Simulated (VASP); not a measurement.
# H2Os (P4/mmm) in VASP: a series of runs

Runs on H2Os. Level: PBE. Tasks: relaxation of cell and atoms, single point.

Program: VASP 6.6.1. These are calculated values, not measurements. Logs are shortened: lines on timing, memory, paths and dates and some standing lists are left out, and cuts for length are marked.

### 1 The cell of the first run

The structure is tetragonal, space group P4/mmm (No. 123). Conventional cell: a = 2.399 Å, b = 2.399 Å, c = 4.950 Å, α = 90.00°, β = 90.00°, γ = 90.00°. Within 2.7 Å of H (site symmetry 4mm) lie 5 H at 2.03 to 2.40 Å and 4 Os at 2.24 Å. Within 3.0 Å of Os (site symmetry 4/mmm) lie 8 H at 2.24 Å and 4 Os at 2.40 Å.

The cell was built from a structure type or drawn by symmetry, and may not be a known phase.

### 2 Relaxation of cell and atoms, PBE

The input, INCAR:

```
SYSTEM = H2Os
ALGO = Normal
EDIFF = 1E-6
EDIFFG = -0.04
ENCUT = 600
GGA = PE
IBRION = 2
ISIF = 3
ISMEAR = 0
LASPH = .True.
LCHARG = .False.
LREAL = .False.
LWAVE = .False.
NELM = 100
NSW = 90
PREC = Accurate
SIGMA = 0.1
```

The input, KPOINTS:

```
k-points
0
Gamma
  8 8 4
  0 0 0
```

The input, POSCAR:

```
H2Os
1.0
    2.3993187800      0.0000000000      0.0000000000
    0.0000000000      2.3993187800      0.0000000000
    0.0000000000      0.0000000000      4.9503969100
H Os
2 1
Direct
    0.5000000000      0.5000000000      0.2949999900
    0.5000000000      0.5000000000      0.7050000100
    0.0000000000      0.0000000000      0.0000000000
```

Potentials or basis: VASP PAW PBE potentials, release 64 (H, Os).

Command:

```console
$ cat potpaw_PBE.64/H/POTCAR potpaw_PBE.64/Os/POTCAR > POTCAR
$ mpirun -np 1 vasp_std > vasp.out
```

OUTCAR:

```text
SYSTEM = H2Os
   EDIFF = 1E-6
   EDIFFG = -0.04
   ENCUT = 600
   GGA = PE
   IBRION = 2
   ISIF = 3
   ISMEAR = 0
   LASPH = .True.
   LREAL = .False.
   NELM = 100
   NSW = 90
   PREC = Accurate

 ion  position               nearest neighbor table
   1  0.500  0.500  0.295-
   2  0.500  0.500  0.705-
   3  0.000  0.000  0.000-

  LATTYP: Found a simple tetragonal cell.
 ALAT       =     2.3993187800
 C/A-ratio  =     2.0632510158

  Lattice vectors:

 A1 = (   2.3993187800,   0.0000000000,   0.0000000000)
 A2 = (   0.0000000000,   2.3993187800,   0.0000000000)
 A3 = (   0.0000000000,   0.0000000000,   4.9503969100)

Analysis of symmetry for initial positions (statically):
=====================================================================
 Subroutine PRICEL returns:
 Original cell was already a primitive cell.

 Routine SETGRP: Setting up the symmetry group for a
 simple tetragonal supercell.

 Subroutine GETGRP returns: Found 16 space group operations
 (whereof 16 operations were pure point group operations)
 out of a pool of 16 trial point group operations.

The static configuration has the point symmetry D_4h.

Analysis of symmetry for dynamics (positions and initial velocities):
=====================================================================
 Subroutine PRICEL returns:
 Original cell was already a primitive cell.

 Routine SETGRP: Setting up the symmetry group for a
 simple tetragonal supercell.

 Subroutine GETGRP returns: Found 16 space group operations
 (whereof 16 operations were pure point group operations)
 out of a pool of 16 trial point group operations.

The dynamic configuration has the point symmetry D_4h.

 Subroutine INISYM returns: Found 16 space group operations
 (whereof 16 operations are pure point group operations),
 and found     1 'primitive' translations

----------------------------------------------------------------------------------------

                                     Primitive cell

  volume of cell :      28.4981

  direct lattice vectors                    reciprocal lattice vectors
     2.399318780  0.000000000  0.000000000     0.416784968  0.000000000  0.000000000
     0.000000000  2.399318780  0.000000000     0.000000000  0.416784968  0.000000000
     0.000000000  0.000000000  4.950396910     0.000000000  0.000000000  0.202004005

  length of vectors
     2.399318780  2.399318780  4.950396910     0.416784968  0.416784968  0.202004005

  position of ions in fractional coordinates (direct lattice)
     0.500000000  0.500000000  0.294999990
     0.500000000  0.500000000  0.705000010
     0.000000000  0.000000000  0.000000000

  ion indices of the primitive-cell ions
   primitive index   ion index
                 1           1
                 2           2
                 3           3

----------------------------------------------------------------------------------------

 KPOINTS: k-points

Automatic generation of k-mesh.
 Grid dimensions read from file:
 generate k-points for:    8    8    4

 Generating k-lattice:

  Cartesian coordinates                     Fractional coordinates (reciprocal lattice)
     0.052098121  0.000000000  0.000000000     0.125000000  0.000000000  0.000000000
     0.000000000  0.052098121  0.000000000     0.000000000  0.125000000  0.000000000
     0.000000000  0.000000000  0.050501001     0.000000000  0.000000000  0.250000000

  Length of vectors
     0.052098121  0.052098121  0.050501001

  Shift w.r.t. Gamma in fractional coordinates (k-lattice)
     0.000000000  0.000000000  0.000000000

 Subroutine IBZKPT returns following result:
 ===========================================

 Found     45 irreducible k-points:

 Following reciprocal coordinates:
            Coordinates               Weight
  0.000000  0.000000  0.000000      1.000000
  0.125000  0.000000  0.000000      4.000000
  0.250000  0.000000  0.000000      4.000000
  0.375000  0.000000  0.000000      4.000000
  0.500000  0.000000  0.000000      2.000000
  0.125000  0.125000  0.000000      4.000000
[... 16 lines left out ...]
  0.375000  0.125000  0.250000     16.000000
  0.500000  0.125000  0.250000      8.000000
 [... further k-points ...]
   k-points           NKPTS =     45   k-points in BZ     NKDIM =     45   number of bands    NBANDS=      9
   number of dos      NEDOS =    301   number of ions     NIONS =      3
   total plane-waves  NPLWV =  16000
   dimension x,y,z NGX =    20 NGY =   20 NGZ =   40
   dimension x,y,z NGXF=    40 NGYF=   40 NGZF=   80
   ions per type =               2   1
   NGX,Y,Z   is equivalent  to a cutoff of  13.86, 13.86, 13.43 a.u.
   NGXF,Y,Z  is equivalent  to a cutoff of  27.72, 27.72, 26.87 a.u.
 SYSTEM =  H2Os
   PREC   = accura    normal or accurate (medium, high low for compatibility)
   ISTART =      0    job   : 0-new  1-cont  2-samecut
   ICHARG =      2    charge: 1-file 2-atom 10-const
   ISPIN  =      1    spin polarized calculation?
   LNONCOLLINEAR =      F non collinear calculations
   LSORBIT =      F    spin-orbit coupling
   LASPH  =      T    aspherical Exc in radial PAW
   ENCUT  =  600.0 eV  44.10 Ry    6.64 a.u.   4.79  4.79  9.89*2*pi/ulx,y,z
   NELM   =    100;   NELMIN=  2; NELMDL= -5     # of ELM steps
   EDIFF  = 0.1E-05   stopping-criterion for ELM
   LREAL  =      F    real-space projection
   EDIFFG = -.4E-01   stopping-criterion for IOM
   NSW    =     90    number of steps for IOM
   IBRION =      2    ionic relax: 0-MD 1-quasi-New 2-CG
   NFREE  =      1    steps in history (QN), initial steepest desc. (CG)
   ISIF   =      3    stress and relaxation
   ISYM   =      2    0-nonsym 1-usesym 2-fastsym
   POTIM  = 0.5000    time-step for ionic-motion
   TEBEG  =    0.0;   TEEND  =   0.0 temperature during run
   PSTRESS=    0.0 pullay stress
   NELECT =      10.0000    total number of electrons
   NUPDOWN=      -1.0000    fix difference up-down
   EMIN   =  10.00;   EMAX   =-10.00  energy-range for DOS
   EFERMI =   0.00;   METHOD = LEGACY
   ISMEAR =     0;   SIGMA  =   0.10  broadening in eV -4-tet -1-fermi 0-gaus
   EFERMI_NEDOS =   21; number of points for ismear=-14 and -15
   IALGO  =     38    algorithm
   IMIX   =      4    mixing-type and parameters
     AMIX     =   0.40;   BMIX     =  1.00
     AMIX_MAG =   1.60;   BMIX_MAG =  1.00
  volume/ion in A,a.u.               =       9.50        64.10
  Fermi-wavevector in a.u.,A,eV,Ry     =   1.154701  2.182068 18.141114  1.333334
  Thomas-Fermi vector in A             =   2.291335
   LORBIT       =      0    0 simple, 1 ext, 2 COOP (PROOUT), +10 PAW based schemes
   GGA     = PE    functional components
   LHFCALC =     F    Hartree Fock is set to
   AEXX    =    0.0000 exact exchange contribution
   IVDW    =     0    specifies the selected vdW correction
   LEPSILON=     F    determine dielectric tensor
   LRPA    =     F    only Hartree local field effects (RPA)
 conjugate gradient relaxation of ions
 non-spin polarized calculation
 Gauss-broadening in eV      SIGMA  =   0.10
  energy-cutoff  :      600.00
  volume of cell :       28.50
 maximum number of plane-waves:       966
 NGX is ok and might be reduce to    20
   NGX =  9   NGY =  9   NGZ = 19

--------------------------------------- Ionic step        1  -------------------------------------------

 number of electron      10.0000000 magnetization

 number of electron       9.9999999 magnetization

 Free energy of the ion-electron system (eV)
  ---------------------------------------------------
  ext. energy  EPLUGINS =         0.00000000
  ---------------------------------------------------
  free energy    TOTEN  =       -13.82237506 eV

  energy without entropy =      -13.80410136  energy(sigma->0) =      -13.81323821

------------------------ aborting loop because EDIFF is reached ----------------------------------------

  FORCE on cell =-STRESS in cart. coord.  units (eV):
  Direction    XX          YY          ZZ          XY          YZ          ZX
  --------------------------------------------------------------------------------------
  -------------------------------------------------------------------------------------
  Total        5.5219126      5.5219126     -4.3029587      0.0000000      0.0000000      0.0000000
  in kB      310.4446535    310.4446535   -241.9144638      0.0000000      0.0000000      0.0000000
  external PRESSURE =     126.3249477 kB  Pullay stress =       0.0000000 kB
[... 92 lines left out ...]
  FREE ENERGIE OF THE ION-ELECTRON SYSTEM (eV)
  ---------------------------------------------------
  free  energy   TOTEN  =       -14.3761357466 eV

  energy  without entropy=      -14.3582091250  energy(sigma->0) =      -14.36717244

 E-fermi :   3.7759     XC(G=0): -10.9729

 val. band max:        3.7071139899   @ k =   0.1250   0.1250   0.0000
 cond. band min:       3.7915125377   @ k =   0.5000   0.2500   0.0000
 fundamental gap:      0.0843985478
 Fermi energy:         3.7758814083

 k-point     1 :       0.0000    0.0000    0.0000
  band No.  band energies     occupation
      1      -6.9681      2.00000
      2      -1.6523      2.00000
      3      -0.4474      2.00000
      4       0.4339      2.00000
      5       4.3641      0.00000
      6       4.3641      0.00000
      7       5.9112      0.00000
      8      10.3096      0.00000
      9      15.8781      0.00000
[... 265 lines left out ...]
 k-point    24 :       0.5000    0.1250    0.2500
  band No.  band energies     occupation
      1      -2.7923      2.00000
      2      -1.6671      2.00000
      3      -0.6549      2.00000
      4       2.6210      2.00000
      5       3.2783      2.00000
      6       3.9122      0.05382
      7       7.4547      0.00000
      8       9.1540      0.00000
      9      11.1734      0.00000

 [... further k-points ...]

[... ionic steps 4 to 16 ...]

--------------------------------------- Ionic step       17  -------------------------------------------

 number of electron       9.9999997 magnetization

------------------------ aborting loop because EDIFF is reached ----------------------------------------
[... 69 lines left out ...]
--------------------------------------- Ionic step       19  -------------------------------------------

 number of electron       9.9999997 magnetization

 Free energy of the ion-electron system (eV)
  ---------------------------------------------------
  ext. energy  EPLUGINS =         0.00000000
  ---------------------------------------------------
  free energy    TOTEN  =       -15.26636139 eV

  energy without entropy =      -15.25623751  energy(sigma->0) =      -15.26129945

 E-fermi :   6.3971     XC(G=0): -12.5962

 val. band max:        6.3896858780   @ k =   0.5000   0.3750   0.0000
 cond. band min:       6.4546181094   @ k =   0.1250   0.1250   0.2500
 fundamental gap:      0.0649322313
 Fermi energy:         6.3970783591

 k-point     1 :       0.0000    0.0000    0.0000
  band No.  band energies     occupation
      1      -6.7555      2.00000
      2       1.2774      2.00000
      3       1.6580      2.00000
      4       7.3212      0.00000
      5       7.3212      0.00000
      6       7.6851      0.00000
      7       8.7414      0.00000
      8      15.3434      0.00000
      9      20.9244      0.00000
[... 265 lines left out ...]
 k-point    24 :       0.5000    0.1250    0.2500
  band No.  band energies     occupation
      1      -2.3895      2.00000
      2       1.4497      2.00000
      3       1.7043      2.00000
      4       4.4321      2.00000
      5       5.7191      2.00000
      6       6.5039      0.13075
      7      11.2477      0.00000
      8      11.8805      0.00000
      9      17.7702      0.00000

 [... further k-points ...]
[... 5 lines left out ...]
  --------------------------------------------------------------------------------------
  -------------------------------------------------------------------------------------
  Total       -0.0637039     -0.0637039     -0.1099765      0.0000000      0.0000000      0.0000000
  in kB       -4.7170758     -4.7170758     -8.1434125      0.0000000      0.0000000      0.0000000
  external PRESSURE =      -5.8591880 kB  Pullay stress =       0.0000000 kB
[... 18 lines left out ...]
  FREE ENERGIE OF THE ION-ELECTRON SYSTEM (eV)
  ---------------------------------------------------
  free  energy   TOTEN  =       -15.2663613854 eV

  energy  without entropy=      -15.2562375138  energy(sigma->0) =      -15.26129945

 reached required accuracy - stopping structural energy minimisation
```

It took 73 s on 1 thread of Intel Xeon 6975P-C (Granite Rapids), shared host; peak memory 0.17 GiB.

What came out:

```yaml
Free_energy: -15.2664 eV
Relaxed_volume: 7.21 Å³/atom
Relaxed_cell: a = 2.703 Å, b = 2.703 Å, c = 2.962 Å, α = 90.00°, β = 90.00°, γ = 90.00°
Space_group_after_relaxing_to_0.1_Å: P4/mmm (No. 123)
Energy_gained_by_relaxing: 481.3 meV/atom
Ionic_steps: 19
Pressure_after_relaxing: -0.6 GPa
Largest_force_after_relaxing: 0.026 eV/Å
Band_gap_on_the_k_mesh: zero (bands 5 and 6 overlap by 3.76 eV)
```

Forces on the atoms (eV/Å):
```
H    0.000  0.000  0.026
H    0.000  0.000 -0.026
Os   0.000  0.000  0.000
```

Stress tensor (GPa, compression positive):
```
-0.47  0.00  0.00
 0.00 -0.47  0.00
 0.00  0.00 -0.81
```

Step by step:
```tsv
step	energy change (eV)	largest force (eV/Å)	pressure (GPa)	volume (Å³)
1	0.0000	1.0568	12.63	28.50
2	-0.5494	1.4342	-18.01	31.45
3	-0.5538	1.4145	-15.15	31.06
4	-1.0418	0.9847	-10.05	28.28
5	-1.2263	0.3302	-2.97	25.77
6	-1.2453	0.1109	0.19	24.90
7	-1.2542	0.0694	3.09	24.16
8	-1.2548	0.1404	4.26	23.89
9	-1.2753	0.0768	-5.20	24.26
10	-1.2755	0.0817	-4.23	24.22
11	-1.3069	0.0932	-5.99	23.74
12	-1.4271	0.0055	-6.72	22.15
13	-1.4072	0.1032	7.15	20.73
14	-1.4339	0.0448	-2.74	21.68
15	-1.4425	0.0927	-0.14	21.56
16	-1.4428	0.1019	0.44	21.54
17	-1.4428	0.1030	0.50	21.54
18	-1.4437	0.0664	-0.02	21.59
19	-1.4440	0.0263	-0.59	21.64
```

Final structure:
```
H Os
1.0
     2.70279    0.00000    0.00000
     0.00000    2.70279    0.00000
     0.00000    0.00000    2.96195
H Os
2 1
Cartesian
  1.3514 1.3514 0.6644
  1.3514 1.3514 2.2976
  0.0000 0.0000 0.0000
```

Levels at points of the mesh, in eV from the Fermi level:
| k point | band 1 | band 2 | band 3 | band 4 | band 5 | band 6 | band 7 | band 8 | band 9 |
| --- | --- | --- | --- | --- | --- | --- | --- | --- | --- |
| (0.00, 0.00, 0.00) | -13.15 | -5.12 | -4.74 | 0.92 | 0.92 | 1.29 | 2.34 | 8.95 | 14.53 |
| (0.50, 0.00, 0.00) | -8.98 | -6.03 | -3.62 | -3.42 | -1.77 | 1.31 | 4.82 | 9.06 | 9.29 |
| (0.50, 0.50, 0.00) | -11.11 | -2.73 | -1.50 | -1.50 | 2.34 | 2.34 | 3.49 | 4.66 | 5.24 |
| (0.00, 0.00, 0.50) | -10.91 | -6.21 | -4.74 | -0.57 | -0.57 | 1.41 | 2.15 | 10.34 | 12.65 |
| (0.50, 0.00, 0.50) | -7.68 | -6.17 | -4.95 | -1.45 | 0.06 | 2.31 | 2.48 | 4.69 | 7.25 |
| (0.50, 0.50, 0.50) | -9.70 | -4.19 | -4.19 | -2.03 | 2.56 | 3.56 | 6.49 | 6.49 | 8.03 |

Caveat: the volume moved by over 15 % at a fixed basis, so the end points are rough; spin-orbit coupling is left out, which moves the levels of the heavy elements.

[end of part 1 of 2]
